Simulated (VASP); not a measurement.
# RbY2 (P6/mmm) in VASP: a series of runs

RbY2 is run at these levels: PBE; tasks: single point, relaxation of cell and atoms.

Everything below comes from runs of VASP 6.6.1. Logs are shortened: lines on timing, memory, paths and dates and some standing lists are left out, and cuts for length are marked.

**1. The cell of the first run**

The structure is hexagonal, space group P6/mmm (No. 191). The conventional cell has a = 5.236 Å, b = 5.236 Å, c = 3.683 Å, α = 90.00°, β = 90.00°, γ = 120.00°. Within 4.7 Å of Rb (site symmetry 6/mmm) lie 12 Y at 3.54 Å and 2 Rb at 3.68 Å. Y (site symmetry -6m2) has 5 Y at 3.02 to 3.68 Å and 6 Rb at 3.54 Å within 4.0 Å.

**2. Single point, PBE**

File INCAR:

```
PREC = Accurate
ENCUT = 520
EDIFF = 1E-6
ISMEAR = 0
SIGMA = 0.1
LREAL = False
LASPH = True
NELM = 80
ALGO = Fast
ISIF = 2
LWAVE = False
LCHARG = False
GGA = PE
NBANDS = 22
```

File KPOINTS:

```
Automatic mesh
0
Gamma
  6 6 6
```

File POSCAR:

```
RbY2
1.0
    5.2361639796      0.0000000000      0.0000000000
   -2.6180819899      4.5346510248      0.0000000000
    0.0000000000      0.0000000000      3.6829302904
Rb Y
1 2
Direct
    0.0000000000      0.0000000000      0.0000000000
    0.3333333333      0.6666666667      0.5000000000
    0.6666666667      0.3333333333      0.5000000000
```

Potentials or basis: VASP PAW PBE potentials, release 64 (Rb_sv, Y_sv).

Launch:

```
cat potpaw_PBE.64/Rb_sv/POTCAR potpaw_PBE.64/Y_sv/POTCAR > POTCAR
mpirun -np 1 vasp_std > vasp.out
```

OUTCAR:

```text
PREC = Accurate
   ENCUT = 520
   EDIFF = 1E-6
   ISMEAR = 0
   LREAL = False
   LASPH = True
   NELM = 80
   ISIF = 2
   GGA = PE

 ion  position               nearest neighbor table
   1  0.000  0.000  0.000-   2 3.54   3 3.54   2 3.54   3 3.54   3 3.54   3 3.54   2 3.54   2 3.54
                             3 3.54   3 3.54   2 3.54   2 3.54
   2  0.333  0.667  0.500-   3 3.02   3 3.02   3 3.02   1 3.54   1 3.54   1 3.54   1 3.54   1 3.54
                             1 3.54
   3  0.667  0.333  0.500-   2 3.02   2 3.02   2 3.02   1 3.54   1 3.54   1 3.54   1 3.54   1 3.54
                             1 3.54

  LATTYP: Found a hexagonal cell.
 ALAT       =     5.2361639796
 C/A-ratio  =     0.7033642003

  Lattice vectors:

 A1 = (   5.2361639796,   0.0000000000,   0.0000000000)
 A2 = (  -2.6180819899,   4.5346510248,   0.0000000000)
 A3 = (   0.0000000000,   0.0000000000,   3.6829302904)

Analysis of symmetry for initial positions (statically):
=====================================================================
 Subroutine PRICEL returns:
 Original cell was already a primitive cell.

 Routine SETGRP: Setting up the symmetry group for a
 hexagonal supercell.

 Subroutine GETGRP returns: Found 24 space group operations
 (whereof 24 operations were pure point group operations)
 out of a pool of 24 trial point group operations.

The static configuration has the point symmetry D_6h.

Analysis of symmetry for dynamics (positions and initial velocities):
=====================================================================
 Subroutine PRICEL returns:
 Original cell was already a primitive cell.

 Routine SETGRP: Setting up the symmetry group for a
 hexagonal supercell.

 Subroutine GETGRP returns: Found 24 space group operations
 (whereof 24 operations were pure point group operations)
 out of a pool of 24 trial point group operations.

The dynamic configuration has the point symmetry D_6h.

 Subroutine INISYM returns: Found 24 space group operations
 (whereof 24 operations are pure point group operations),
 and found     1 'primitive' translations

----------------------------------------------------------------------------------------

                                     Primitive cell

  volume of cell :      87.4481

  direct lattice vectors                    reciprocal lattice vectors
     5.236163980  0.000000000  0.000000000     0.190979504  0.110262068  0.000000000
    -2.618081990  4.534651025  0.000000000     0.000000000  0.220524136  0.000000000
     0.000000000  0.000000000  3.682930290     0.000000000  0.000000000  0.271522924

  length of vectors
     5.236163980  5.236163980  3.682930290     0.220524136  0.220524136  0.271522924

  position of ions in fractional coordinates (direct lattice)
     0.000000000  0.000000000  0.000000000
     0.333333333  0.666666667  0.500000000
     0.666666667  0.333333333  0.500000000

  ion indices of the primitive-cell ions
   primitive index   ion index
                 1           1
                 2           2
                 3           3

----------------------------------------------------------------------------------------

 KPOINTS: Automatic mesh

Automatic generation of k-mesh.
 Grid dimensions read from file:
 generate k-points for:    6    6    6

 Generating k-lattice:

  Cartesian coordinates                     Fractional coordinates (reciprocal lattice)
     0.031829917  0.018377011  0.000000000     0.166666667  0.000000000  0.000000000
     0.000000000  0.036754023  0.000000000     0.000000000  0.166666667  0.000000000
     0.000000000  0.000000000  0.045253821     0.000000000  0.000000000  0.166666667

  Length of vectors
     0.036754023  0.036754023  0.045253821

  Shift w.r.t. Gamma in fractional coordinates (k-lattice)
     0.000000000  0.000000000  0.000000000

 Subroutine IBZKPT returns following result:
 ===========================================

 Found     28 irreducible k-points:

 Following reciprocal coordinates:
            Coordinates               Weight
  0.000000  0.000000  0.000000      1.000000
  0.166667  0.000000  0.000000      6.000000
  0.333333  0.000000  0.000000      6.000000
  0.500000  0.000000  0.000000      3.000000
  0.166667  0.166667  0.000000      6.000000
  0.333333  0.166667  0.000000     12.000000
[... 16 lines left out ...]
  0.166667  0.000000  0.500000      6.000000
  0.333333  0.000000  0.500000      6.000000
 [... further k-points ...]
   k-points           NKPTS =     28   k-points in BZ     NKDIM =     28   number of bands    NBANDS=     22
   number of dos      NEDOS =    301   number of ions     NIONS =      3
   total plane-waves  NPLWV =  44800
   dimension x,y,z NGX =    40 NGY =   40 NGZ =   28
   dimension x,y,z NGXF=    80 NGYF=   80 NGZF=   56
   ions per type =               1   2
   NGX,Y,Z   is equivalent  to a cutoff of  12.70, 12.70, 12.64 a.u.
   NGXF,Y,Z  is equivalent  to a cutoff of  25.40, 25.40, 25.28 a.u.
 SYSTEM =  unknown system
   PREC   = accura    normal or accurate (medium, high low for compatibility)
   ISTART =      0    job   : 0-new  1-cont  2-samecut
   ICHARG =      2    charge: 1-file 2-atom 10-const
   ISPIN  =      1    spin polarized calculation?
   LNONCOLLINEAR =      F non collinear calculations
   LSORBIT =      F    spin-orbit coupling
   LASPH  =      T    aspherical Exc in radial PAW
   ENCUT  =  520.0 eV  38.22 Ry    6.18 a.u.   9.74  9.74  6.85*2*pi/ulx,y,z
   NELM   =     80;   NELMIN=  2; NELMDL= -5     # of ELM steps
   EDIFF  = 0.1E-05   stopping-criterion for ELM
   LREAL  =      F    real-space projection
   EDIFFG = 0.1E-04   stopping-criterion for IOM
   NSW    =      0    number of steps for IOM
   IBRION =     -1    ionic relax: 0-MD 1-quasi-New 2-CG
   NFREE  =      0    steps in history (QN), initial steepest desc. (CG)
   ISIF   =      2    stress and relaxation
   ISYM   =      2    0-nonsym 1-usesym 2-fastsym
   POTIM  = 0.5000    time-step for ionic-motion
   TEBEG  =    0.0;   TEEND  =   0.0 temperature during run
   PSTRESS=    0.0 pullay stress
   NELECT =      31.0000    total number of electrons
   NUPDOWN=      -1.0000    fix difference up-down
   EMIN   =  10.00;   EMAX   =-10.00  energy-range for DOS
   EFERMI =   0.00;   METHOD = LEGACY
   ISMEAR =     0;   SIGMA  =   0.10  broadening in eV -4-tet -1-fermi 0-gaus
   EFERMI_NEDOS =   21; number of points for ismear=-14 and -15
   IALGO  =     68    algorithm
   IMIX   =      4    mixing-type and parameters
     AMIX     =   0.40;   BMIX     =  1.00
     AMIX_MAG =   1.60;   BMIX_MAG =  1.00
  volume/ion in A,a.u.               =      29.15       196.71
  Fermi-wavevector in a.u.,A,eV,Ry     =   1.158631  2.189495 18.264816  1.342426
  Thomas-Fermi vector in A             =   2.295231
   LORBIT       =      0    0 simple, 1 ext, 2 COOP (PROOUT), +10 PAW based schemes
   GGA     = PE    functional components
   LHFCALC =     F    Hartree Fock is set to
   AEXX    =    0.0000 exact exchange contribution
   IVDW    =     0    specifies the selected vdW correction
   LEPSILON=     F    determine dielectric tensor
   LRPA    =     F    only Hartree local field effects (RPA)
 non-spin polarized calculation
 RMM-DIIS sequential band-by-band and
 Gauss-broadening in eV      SIGMA  =   0.10
  energy-cutoff  :      520.00
  volume of cell :       87.45
 maximum number of plane-waves:      2402
 NGX is ok and might be reduce to    40
   NGX = 19   NGY = 19   NGZ = 13

 number of electron      31.0000001 magnetization

 Free energy of the ion-electron system (eV)
  ---------------------------------------------------
  ext. energy  EPLUGINS =         0.00000000
  ---------------------------------------------------
  free energy    TOTEN  =        -9.94903500 eV

  energy without entropy =       -9.93101813  energy(sigma->0) =       -9.94002656

 E-fermi :   3.4593     XC(G=0):  -9.6346

 val. band max:        3.4579752530   @ k =   0.3333   0.1667   0.5000
 cond. band min:       3.4734307217   @ k =   0.0000   0.0000   0.5000
 fundamental gap:      0.0154554687
 Fermi energy:         3.4593223026

 k-point     1 :       0.0000    0.0000    0.0000
  band No.  band energies     occupation
      1     -39.1922      2.00000
      2     -38.9578      2.00000
      3     -23.8740      2.00000
      4     -19.6290      2.00000
      5     -19.6290      2.00000
      6     -19.0500      2.00000
[... 14 lines left out ...]
     21       5.5652      0.00000
     22       7.2162      0.00000

 k-point     2 :       0.1667    0.0000    0.0000
  band No.  band energies     occupation
      1     -39.1786      2.00000
      2     -38.9720      2.00000
      3     -23.8758      2.00000
      4     -19.6518      2.00000
      5     -19.5912      2.00000
      6     -19.0364      2.00000
[... 14 lines left out ...]
     21       5.4926      0.00000
     22       7.0032      0.00000

 k-point     3 :       0.3333    0.0000    0.0000
  band No.  band energies     occupation
      1     -39.1434      2.00000
      2     -39.0082      2.00000
      3     -23.8796      2.00000
      4     -19.6938      2.00000
      5     -19.4919      2.00000
      6     -19.0015      2.00000
[... 14 lines left out ...]
     21       6.0544      0.00000
     22       6.6304      0.00000

 k-point     4 :       0.5000    0.0000    0.0000
  band No.  band energies     occupation
      1     -39.1151      2.00000
      2     -39.0371      2.00000
      3     -23.8817      2.00000
      4     -19.7133      2.00000
      5     -19.4200      2.00000
      6     -18.9848      2.00000
[... 14 lines left out ...]
     21       6.1938      0.00000
     22       6.7014      0.00000

 k-point     5 :       0.1667    0.1667    0.0000
  band No.  band energies     occupation
      1     -39.1538      2.00000
      2     -38.9976      2.00000
      3     -23.8787      2.00000
      4     -19.6856      2.00000
      5     -19.5149      2.00000
      6     -19.0118      2.00000
[... 417 lines left out ...]
 k-point    22 :       0.0000    0.0000    0.5000
  band No.  band energies     occupation
      1     -39.1757      2.00000
      2     -38.9436      2.00000
      3     -23.8040      2.00000
      4     -19.5975      2.00000
      5     -19.5975      2.00000
      6     -19.2907      2.00000
[... 14 lines left out ...]
     21       6.5059      0.00000
     22       6.5059      0.00000

 k-point    23 :       0.1667    0.0000    0.5000
  band No.  band energies     occupation
      1     -39.1622      2.00000
      2     -38.9575      2.00000
      3     -23.8021      2.00000
      4     -19.6185      2.00000
      5     -19.5598      2.00000
      6     -19.2791      2.00000
[... 14 lines left out ...]
     21       6.4636      0.00000
     22       6.5796      0.00000

 k-point    24 :       0.3333    0.0000    0.5000
  band No.  band energies     occupation
      1     -39.1274      2.00000
      2     -38.9934      2.00000
      3     -23.7982      2.00000
      4     -19.6576      2.00000
      5     -19.4707      2.00000
      6     -19.2468      2.00000
[... 14 lines left out ...]
     21       6.3481      0.00000
     22       6.7512      0.00000

 [... further k-points ...]
[... 5 lines left out ...]
  --------------------------------------------------------------------------------------
  -------------------------------------------------------------------------------------
  Total        9.2792833      9.2792833      1.5440756     -0.0000000      0.0000000      0.0000000
  in kB      170.0099777    170.0099777     28.2897130     -0.0000000      0.0000000      0.0000000
  external PRESSURE =     122.7698895 kB  Pullay stress =       0.0000000 kB

 VOLUME and BASIS-vectors are now :
 -----------------------------------------------------------------------------
  energy-cutoff  :      520.00
  volume of cell :       87.45
      direct lattice vectors                 reciprocal lattice vectors
     5.236163980  0.000000000  0.000000000     0.190979504  0.110262068  0.000000000
    -2.618081990  4.534651025  0.000000000     0.000000000  0.220524136  0.000000000
     0.000000000  0.000000000  3.682930290     0.000000000  0.000000000  0.271522924

 POSITION                                       TOTAL-FORCE (eV/Angst)
 -----------------------------------------------------------------------------------
      0.00000      0.00000      0.00000         0.000000     -0.000000     -0.000000
     -0.00000      3.02310      1.84147        -0.000000      0.000000      0.000000
      2.61808      1.51155      1.84147         0.000000     -0.000000     -0.000000
 -----------------------------------------------------------------------------------
    total drift:                                0.000000      0.000000      0.000000

  FREE ENERGIE OF THE ION-ELECTRON SYSTEM (eV)
  ---------------------------------------------------
  free  energy   TOTEN  =        -9.9490349985 eV

  energy  without entropy=       -9.9310181265  energy(sigma->0) =       -9.94002656
```

It took 66 s on 1 thread of AMD EPYC 9R45 (Zen 5), shared host; peak memory 0.21 GiB.

What came out:

* Free energy: -9.9490 eV
* Pressure: 12.3 GPa
* Band gap on the k mesh: zero (an odd number of electrons rules out a gap without spin polarisation)

Caveat: the stress differs along the axes, from 3 to 17 GPa.

**3. Single point, PBE**

This run uses another cell than the first one, of 40.95 Å³/atom.

File INCAR:

```
ALGO = Fast
EDIFF = 1E-6
ENCUT = 520
GGA = PE
ISIF = 2
ISMEAR = 0
LASPH = True
LCHARG = False
LREAL = False
LWAVE = False
NBANDS = 22
NELM = 80
PREC = Accurate
SIGMA = 0.1
```

File KPOINTS:

```
k-points
0
Gamma
  6 6 6
```

File POSCAR:

```
RbY2
1.0
    6.4234133101      0.0000000001      0.0000000000
   -3.2117066551      5.5628391055      0.0000000000
    0.0000000000      0.0000000000      3.4381489408
Rb Y
1 2
Direct
    0.0000000000      0.0000000000      0.0000000000
    0.3333333333      0.6666666667      0.5000000000
    0.6666666667      0.3333333333      0.5000000000
```

Potentials or basis: VASP PAW PBE potentials, release 64 (Rb_sv, Y_sv).

Launch:

```
cat potpaw_PBE.64/Rb_sv/POTCAR potpaw_PBE.64/Y_sv/POTCAR > POTCAR
mpirun -np 1 vasp_std > vasp.out
```

Run time: 2 min. Hardware: 1 thread of AMD EPYC 9R45 (Zen 5), shared host; peak memory 0.27 GiB.

Results (log left out):

| Item | Value |
| --- | --- |
| Free energy | -11.6501 eV |
| Pressure | 0.2 GPa |
| Band gap on the k mesh | zero (an odd number of electrons rules out a gap without spin polarisation) |

Levels at points of the mesh, in eV from the Fermi level:
```tsv
k point	band 13	band 14	band 15	band 16	band 17	band 18	band 19	band 20
(0.00, 0.00, 0.00)	-3.87	-0.62	-0.37	-0.07	-0.07	0.36	0.36	2.44
(0.50, 0.00, 0.00)	-2.64	-2.25	-0.95	0.04	0.06	0.13	0.97	1.42
(0.00, 0.00, 0.50)	-0.99	-0.64	-0.64	-0.04	0.48	0.48	1.13	1.13
(0.50, 0.00, 0.50)	-0.84	-0.73	-0.61	0.09	0.42	0.74	1.30	1.35
```

[end of part 1 of 2]

The gap in the log of VASP goes by the Fermi energy; the results here count the filled bands.